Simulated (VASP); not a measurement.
# CsPbBr3 (Pm-3m) in VASP: further runs

CsPbBr3 is run at these levels: PBE, r2SCAN; tasks: single point.

All numbers are computed with VASP 6.6.1; they aren't measurements. Logs are shortened: lines on timing, memory, paths and dates and some standing lists are left out, and cuts for length are marked.

### Step 1. The cell of the first run

The structure is cubic, space group Pm-3m (No. 221). The conventional cell has a = 6.010 Å, b = 6.010 Å, c = 6.010 Å, α = 90.00°, β = 90.00°, γ = 90.00°. Within 5.6 Å of Cs (site symmetry m-3m) lie 12 Br at 4.25 Å and 8 Pb at 5.20 Å. Within 4.0 Å of Pb (site symmetry m-3m) lie 6 Br at 3.00 Å. Br (site symmetry 4/mmm) has 2 Pb at 3.00 Å within 4.0 Å.

### Step 2. Single point, PBE

Input file INCAR:

```
SYSTEM = CsPbBr3
  PREC = Accurate
  ENCUT = 520
  EDIFF = 1E-7
  ISMEAR = -1
  SIGMA = 0.02
  LREAL = .False.
  LASPH = .True.
  NELM = 60
  ALGO = Normal
  ISIF = 2
  LWAVE = .False.
  LCHARG = .False.
  GGA = PE
  NBANDS = 30
```

Input file KPOINTS:

```
Automatic mesh
0
Gamma
  4 4 4
  0 0 0
```

Input file POSCAR:

```
CsPbBr3
1.0
    6.0095124675      0.0000000000      0.0000000000
    0.0000000000      6.0095124675      0.0000000000
    0.0000000000      0.0000000000      6.0095124675
Cs Pb Br
1 1 3
Direct
    0.0000000000      0.0000000000      0.0000000000
    0.5000000000      0.5000000000      0.5000000000
    0.5000000000      0.5000000000      0.0000000000
    0.5000000000      0.0000000000      0.5000000000
    0.0000000000      0.5000000000      0.5000000000
```

Potentials or basis: VASP PAW PBE potentials, release 64 (Cs_sv, Pb_d, Br).

On the command line:

```console
$ cat potpaw_PBE.64/Cs_sv/POTCAR potpaw_PBE.64/Pb_d/POTCAR potpaw_PBE.64/Br/POTCAR > POTCAR
$ mpirun -np 1 vasp_std > vasp.out
```

OUTCAR:

```text
SYSTEM = CsPbBr3
   PREC = Accurate
   ENCUT = 520
   EDIFF = 1E-7
   ISMEAR = -1
   LREAL = .False.
   LASPH = .True.
   NELM = 60
   ISIF = 2
   GGA = PE

 ion  position               nearest neighbor table
   1  0.000  0.000  0.000-
   2  0.500  0.500  0.500-   3 3.00   4 3.00   5 3.00   3 3.00   4 3.00   5 3.00
   3  0.500  0.500  0.000-   2 3.00   2 3.00
   4  0.500  0.000  0.500-   2 3.00   2 3.00
   5  0.000  0.500  0.500-   2 3.00   2 3.00

  LATTYP: Found a simple cubic cell.
 ALAT       =     6.0095124675

  Lattice vectors:

 A1 = (   6.0095124675,   0.0000000000,   0.0000000000)
 A2 = (   0.0000000000,   6.0095124675,   0.0000000000)
 A3 = (   0.0000000000,   0.0000000000,   6.0095124675)

Analysis of symmetry for initial positions (statically):
=====================================================================
 Subroutine PRICEL returns:
 Original cell was already a primitive cell.

 Routine SETGRP: Setting up the symmetry group for a
 simple cubic supercell.

 Subroutine GETGRP returns: Found 48 space group operations
 (whereof 48 operations were pure point group operations)
 out of a pool of 48 trial point group operations.

The static configuration has the point symmetry O_h .

Analysis of symmetry for dynamics (positions and initial velocities):
=====================================================================
 Subroutine PRICEL returns:
 Original cell was already a primitive cell.

 Routine SETGRP: Setting up the symmetry group for a
 simple cubic supercell.

 Subroutine GETGRP returns: Found 48 space group operations
 (whereof 48 operations were pure point group operations)
 out of a pool of 48 trial point group operations.

The dynamic configuration has the point symmetry O_h .

 Subroutine INISYM returns: Found 48 space group operations
 (whereof 48 operations are pure point group operations),
 and found     1 'primitive' translations

----------------------------------------------------------------------------------------

                                     Primitive cell

  volume of cell :     217.0290

  direct lattice vectors                    reciprocal lattice vectors
     6.009512467  0.000000000  0.000000000     0.166402850  0.000000000  0.000000000
     0.000000000  6.009512467  0.000000000     0.000000000  0.166402850  0.000000000
     0.000000000  0.000000000  6.009512467     0.000000000  0.000000000  0.166402850

  length of vectors
     6.009512467  6.009512467  6.009512467     0.166402850  0.166402850  0.166402850

  position of ions in fractional coordinates (direct lattice)
     0.000000000  0.000000000  0.000000000
     0.500000000  0.500000000  0.500000000
     0.500000000  0.500000000  0.000000000
     0.500000000  0.000000000  0.500000000
     0.000000000  0.500000000  0.500000000

  ion indices of the primitive-cell ions
   primitive index   ion index
                 1           1
                 2           2
                 3           3
                 4           4
                 5           5

----------------------------------------------------------------------------------------

 KPOINTS: Automatic mesh

Automatic generation of k-mesh.
 Grid dimensions read from file:
 generate k-points for:    4    4    4

 Generating k-lattice:

  Cartesian coordinates                     Fractional coordinates (reciprocal lattice)
     0.041600712  0.000000000  0.000000000     0.250000000  0.000000000  0.000000000
     0.000000000  0.041600712  0.000000000     0.000000000  0.250000000  0.000000000
     0.000000000  0.000000000  0.041600712     0.000000000  0.000000000  0.250000000

  Length of vectors
     0.041600712  0.041600712  0.041600712

  Shift w.r.t. Gamma in fractional coordinates (k-lattice)
     0.000000000  0.000000000  0.000000000

 Subroutine IBZKPT returns following result:
 ===========================================

 Found     10 irreducible k-points:

 Following reciprocal coordinates:
            Coordinates               Weight
  0.000000  0.000000  0.000000      1.000000
  0.250000  0.000000  0.000000      6.000000
  0.500000  0.000000  0.000000      3.000000
  0.250000  0.250000  0.000000     12.000000
  0.500000  0.250000  0.000000     12.000000
  0.500000  0.500000  0.000000      3.000000
  0.250000  0.250000  0.250000      8.000000
  0.500000  0.250000  0.250000     12.000000
  0.500000  0.500000  0.250000      6.000000
  0.500000  0.500000  0.500000      1.000000
   k-points           NKPTS =     10   k-points in BZ     NKDIM =     10   number of bands    NBANDS=     30
   number of dos      NEDOS =    301   number of ions     NIONS =      5
   total plane-waves  NPLWV = 110592
   dimension x,y,z NGX =    48 NGY =   48 NGZ =   48
   dimension x,y,z NGXF=    96 NGYF=   96 NGZF=   96
   ions per type =               1   1   3
   NGX,Y,Z   is equivalent  to a cutoff of  13.28, 13.28, 13.28 a.u.
   NGXF,Y,Z  is equivalent  to a cutoff of  26.56, 26.56, 26.56 a.u.
 SYSTEM =  CsPbBr3
   PREC   = accura    normal or accurate (medium, high low for compatibility)
   ISTART =      0    job   : 0-new  1-cont  2-samecut
   ICHARG =      2    charge: 1-file 2-atom 10-const
   ISPIN  =      1    spin polarized calculation?
   LNONCOLLINEAR =      F non collinear calculations
   LSORBIT =      F    spin-orbit coupling
   LASPH  =      T    aspherical Exc in radial PAW
   ENCUT  =  520.0 eV  38.22 Ry    6.18 a.u.  11.17 11.17 11.17*2*pi/ulx,y,z
   NELM   =     60;   NELMIN=  2; NELMDL= -5     # of ELM steps
   EDIFF  = 0.1E-06   stopping-criterion for ELM
   LREAL  =      F    real-space projection
   EDIFFG = 0.1E-05   stopping-criterion for IOM
   NSW    =      0    number of steps for IOM
   IBRION =     -1    ionic relax: 0-MD 1-quasi-New 2-CG
   NFREE  =      0    steps in history (QN), initial steepest desc. (CG)
   ISIF   =      2    stress and relaxation
   ISYM   =      2    0-nonsym 1-usesym 2-fastsym
   POTIM  = 0.5000    time-step for ionic-motion
   TEBEG  =    0.0;   TEEND  =   0.0 temperature during run
   PSTRESS=    0.0 pullay stress
   NELECT =      44.0000    total number of electrons
   NUPDOWN=      -1.0000    fix difference up-down
   EMIN   =  10.00;   EMAX   =-10.00  energy-range for DOS
   EFERMI =   0.00;   METHOD = LEGACY
   ISMEAR =    -1;   SIGMA  =   0.02  broadening in eV -4-tet -1-fermi 0-gaus
   EFERMI_NEDOS =   21; number of points for ismear=-14 and -15
   IALGO  =     38    algorithm
   IMIX   =      4    mixing-type and parameters
     AMIX     =   0.40;   BMIX     =  1.00
     AMIX_MAG =   1.60;   BMIX_MAG =  1.00
  volume/ion in A,a.u.               =      43.41       292.92
  Fermi-wavevector in a.u.,A,eV,Ry     =   0.961730  1.817406 12.584362  0.924925
  Thomas-Fermi vector in A             =   2.091127
   LORBIT       =      0    0 simple, 1 ext, 2 COOP (PROOUT), +10 PAW based schemes
   GGA     = PE    functional components
[... 5 lines left out ...]
 non-spin polarized calculation
  energy-cutoff  :      520.00
  volume of cell :      217.03
 maximum number of plane-waves:      5904
 NGX is ok and might be reduce to    48
   NGX = 23   NGY = 23   NGZ = 23

 number of electron      43.9999994 magnetization

 Free energy of the ion-electron system (eV)
  ---------------------------------------------------
  ext. energy  EPLUGINS =         0.00000000
  ---------------------------------------------------
  free energy    TOTEN  =       -15.87335922 eV

  energy without entropy =      -15.87335922  energy(sigma->0) =      -15.87335922

 E-fermi :   0.9308     XC(G=0):  -7.3491

 val. band max:        0.5314072676   @ k =   0.5000   0.5000   0.5000
 cond. band min:       2.3231442020   @ k =   0.5000   0.5000   0.5000
 fundamental gap:      1.7917369344
 Fermi energy:         0.9308224845

 k-point     1 :       0.0000    0.0000    0.0000
  band No.  band energies     occupation
      1     -20.6657      2.00000
      2     -16.1029      2.00000
      3     -16.1029      2.00000
      4     -15.9988      2.00000
      5     -15.9988      2.00000
      6     -15.9988      2.00000
[... 22 lines left out ...]
     29       6.3658      0.00000
     30       6.3658      0.00000

 k-point     2 :       0.2500    0.0000    0.0000
  band No.  band energies     occupation
      1     -20.6654      2.00000
      2     -16.1029      2.00000
      3     -16.0823      2.00000
      4     -15.9991      2.00000
      5     -15.9991      2.00000
      6     -15.9988      2.00000
[... 22 lines left out ...]
     29       5.9693      0.00000
     30       6.5445      0.00000

 k-point     3 :       0.5000    0.0000    0.0000
  band No.  band energies     occupation
      1     -20.6651      2.00000
      2     -16.1029      2.00000
      3     -16.0614      2.00000
      4     -15.9994      2.00000
      5     -15.9994      2.00000
      6     -15.9988      2.00000
[... 22 lines left out ...]
     29       6.2818      0.00000
     30       7.1967      0.00000

 k-point     4 :       0.2500    0.2500    0.0000
  band No.  band energies     occupation
      1     -20.6651      2.00000
      2     -16.0928      2.00000
      3     -16.0714      2.00000
      4     -15.9994      2.00000
      5     -15.9991      2.00000
      6     -15.9991      2.00000
[... 22 lines left out ...]
     29       6.2943      0.00000
     30       6.6040      0.00000

 k-point     5 :       0.5000    0.2500    0.0000
  band No.  band energies     occupation
      1     -20.6648      2.00000
      2     -16.0901      2.00000
      3     -16.0527      2.00000
      4     -15.9998      2.00000
      5     -15.9994      2.00000
      6     -15.9991      2.00000
[... 22 lines left out ...]
     29       6.5362      0.00000
     30       6.8871      0.00000
[... 64 lines left out ...]
     29       6.7060      0.00000
     30       6.7060      0.00000

 k-point     8 :       0.5000    0.2500    0.2500
  band No.  band energies     occupation
      1     -20.6645      2.00000
      2     -16.0714      2.00000
      3     -16.0496      2.00000
      4     -15.9997      2.00000
      5     -15.9997      2.00000
      6     -15.9994      2.00000
[... 22 lines left out ...]
     29       6.5516      0.00000
     30       6.5531      0.00000

 k-point     9 :       0.5000    0.5000    0.2500
  band No.  band energies     occupation
      1     -20.6643      2.00000
      2     -16.0607      2.00000
      3     -16.0380      2.00000
      4     -16.0001      2.00000
      5     -15.9997      2.00000
      6     -15.9997      2.00000
[... 22 lines left out ...]
     29       6.2650      0.00000
     30       6.7595      0.00000

 k-point    10 :       0.5000    0.5000    0.5000
  band No.  band energies     occupation
      1     -20.6640      2.00000
      2     -16.0380      2.00000
      3     -16.0380      2.00000
      4     -16.0001      2.00000
      5     -16.0001      2.00000
      6     -16.0001      2.00000
[... 22 lines left out ...]
     29       6.0232      0.00000
     30       7.1596      0.00000

------------------------ aborting loop because EDIFF is reached ----------------------------------------

  FORCE on cell =-STRESS in cart. coord.  units (eV):
  Direction    XX          YY          ZZ          XY          YZ          ZX
  --------------------------------------------------------------------------------------
  -------------------------------------------------------------------------------------
  Total        0.0016348      0.0016348      0.0016348     -0.0000000     -0.0000000      0.0000000
  in kB        0.0120684      0.0120684      0.0120684     -0.0000000     -0.0000000      0.0000000
  external PRESSURE =       0.0120684 kB  Pullay stress =       0.0000000 kB

 VOLUME and BASIS-vectors are now :
 -----------------------------------------------------------------------------
  energy-cutoff  :      520.00
  volume of cell :      217.03
      direct lattice vectors                 reciprocal lattice vectors
     6.009512467  0.000000000  0.000000000     0.166402850  0.000000000  0.000000000
     0.000000000  6.009512467  0.000000000     0.000000000  0.166402850  0.000000000
     0.000000000  0.000000000  6.009512467     0.000000000  0.000000000  0.166402850

 POSITION                                       TOTAL-FORCE (eV/Angst)
 -----------------------------------------------------------------------------------
      0.00000      0.00000      0.00000         0.000000      0.000000      0.000000
      3.00476      3.00476      3.00476         0.000000      0.000000      0.000000
      3.00476      3.00476      0.00000         0.000000      0.000000      0.000000
      3.00476      0.00000      3.00476         0.000000      0.000000      0.000000
      0.00000      3.00476      3.00476         0.000000      0.000000      0.000000
 -----------------------------------------------------------------------------------
    total drift:                                0.000000     -0.000000     -0.000000

  FREE ENERGIE OF THE ION-ELECTRON SYSTEM (eV)
  ---------------------------------------------------
  free  energy   TOTEN  =       -15.8733592213 eV

  energy  without entropy=      -15.8733592213  energy(sigma->0) =      -15.87335922
```

Wall time 56 s (1 thread of AMD EPYC 9R45 (Zen 5), shared host); peak memory 0.31 GiB.

What came out:

- Free energy: -15.8734 eV
- Pressure: 0.0 GPa
- Band gap on the k mesh: 1.79 eV

Caveat: spin-orbit coupling is left out, which moves the levels of the heavy elements.

### Step 3. Single point, r2SCAN

This run uses another cell than the first one, of 41.98 Å³/atom.

Changes to POSCAR since step 2:

```diff
@@ -2,5 +2,5 @@
 1.0
-    6.0095124675      0.0000000000      0.0000000000
-    0.0000000000      6.0095124675      0.0000000000
-    0.0000000000      0.0000000000      6.0095124675
+    5.9429614561      0.0000000000      0.0000000000
+    0.0000000000      5.9429614561      0.0000000000
+    0.0000000000      0.0000000000      5.9429614561
 Cs Pb Br
```

Input file INCAR.step1:

```
  PREC = Accurate
  ENCUT = 520
  ISMEAR = -1
  SIGMA = 0.02
  LREAL = False
  LASPH = True
  NELM = 100
  NBANDS = 30
  GGA = PE
  ALGO = Normal
  EDIFF = 1E-4
  LWAVE = True
  LCHARG = False
```

Input file INCAR.step2:

```
  PREC = Accurate
  ENCUT = 520
  EDIFF = 1E-7
  ISMEAR = -1
  SIGMA = 0.02
  LREAL = False
  LASPH = True
  NELM = 100
  ALGO = Normal
  ISIF = 2
  LWAVE = False
  LCHARG = False
  METAGGA = R2SCAN
  LMIXTAU = True
  NBANDS = 30
  ISTART = 1
```

Input file KPOINTS:

```
regular mesh
0
Gamma
  4 4 4
```

Potentials or basis: VASP PAW PBE potentials, release 64 (Cs_sv, Pb_d, Br).

On the command line:

```console
$ cat potpaw_PBE.64/Cs_sv/POTCAR potpaw_PBE.64/Pb_d/POTCAR potpaw_PBE.64/Br/POTCAR > POTCAR
$ cp INCAR.step1 INCAR
$ mpirun -np 1 vasp_std > vasp.out
$ cp INCAR.step2 INCAR
$ mpirun -np 1 vasp_std > vasp.out
```

Wall time 3.7 min (1 thread of AMD EPYC 9R45 (Zen 5), shared host); peak memory 0.37 GiB.

It converged, with:

```
Free energy            : -128.4580 eV
Pressure               : 0.0 GPa
Band gap on the k mesh : 2.06 eV
```

Levels at points of the mesh, in eV from the valence-band top:
```csv
k point,band 18,band 19,band 20,band 21,band 22,band 23,band 24,band 25,band 26,band 27
"(0.00, 0.00, 0.00)",-2.07,-2.07,-1.96,-1.96,-1.96,3.67,4.71,4.71,5.53,5.53
"(0.50, 0.00, 0.00)",-2.20,-2.18,-2.06,-2.06,-1.39,3.03,5.07,5.64,5.70,5.75
"(0.50, 0.50, 0.00)",-2.27,-2.27,-2.22,-1.61,-0.68,2.57,2.57,5.31,5.85,6.28
"(0.50, 0.50, 0.50)",-2.21,-1.60,-1.60,-1.60,0.00,2.06,2.06,2.06,5.24,5.84
```

Caveat: the PAW data sets were made with another functional, which shifts forces and pressure a little; spin-orbit coupling is left out, which moves the levels of the heavy elements. A k mesh can miss the band edges.
